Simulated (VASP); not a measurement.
Set up this calculation in VASP 6.6.1, as the native input.

```yaml
Task: single point
Functional: PBE
Potentials_or_basis: VASP PAW PBE potentials, release 64 (Ta_pv, Hg, P)
Cutoff: 520 eV
k_mesh: 6 × 6 × 10
Occupations: gaussian, width 0.1 eV
Spin: no spin polarisation
Dipole_correction: no
Further_INCAR_settings: ALGO = Fast; EDIFF = 1e-07; NBANDS = 34
```

The structure of TaHg2P3 lies in POSCAR:

```
TaHg2P3
1.0
    4.9474983170      0.0000000000      0.0000000000
   -2.4737491585      4.2846592277      0.0000000000
    0.0000000000      0.0000000000      5.8082083996
Ta Hg P
1 2 3
Direct
    0.0000000000      0.0000000000      0.0000000000
    0.3333333333      0.6666666667      0.0000000000
    0.6666666667      0.3333333333      0.0000000000
    0.5000000000      0.0000000000      0.5000000000
    0.5000000000      0.5000000000      0.5000000000
    0.0000000000      0.5000000000      0.5000000000
```

The cell was generated, and may not be a known phase.

These files were run (other wordings do the same):

INCAR

```
ALGO     = Fast           # electronic algorithm
EDIFF    = 1E-7           # SCF threshold, eV
ENCUT    = 520            # plane-wave cutoff, eV
GGA      = PE             # functional
ISIF     = 2              # what is computed and relaxed
ISMEAR   = 0              # smearing method
LASPH    = True           # aspherical terms in the spheres
LCHARG   = True           # write CHGCAR
LELF     = True           # ELF
LREAL    = False          # projectors in reciprocal space
LVHAR    = True         
LWAVE    = False          # write WAVECAR
NBANDS   = 34             # bands
NELM     = 100            # most SCF steps
PREC     = Accurate       # precision mode
SIGMA    = 0.1            # smearing width, eV
```

KPOINTS

```
k-points
0
Gamma
  6 6 10
```

Potentials or basis: VASP PAW PBE potentials, release 64 (Ta_pv, Hg, P).

Command:

```console
$ cat potpaw_PBE.64/Ta_pv/POTCAR potpaw_PBE.64/Hg/POTCAR potpaw_PBE.64/P/POTCAR > POTCAR
$ mpirun -np 1 vasp_std > vasp.out
```

Results of the run:

- Pressure: 0.3 GPa
- Band gap on the k mesh: zero (bands 25 and 26 overlap by 0.69 eV)

Caveat: spin-orbit coupling is left out, which moves the levels of the heavy elements.

Wall time 7.5 min on 1 thread of Oxide Virtual Turin-like Processor, with other jobs on the host, peak memory 0.33 GiB.
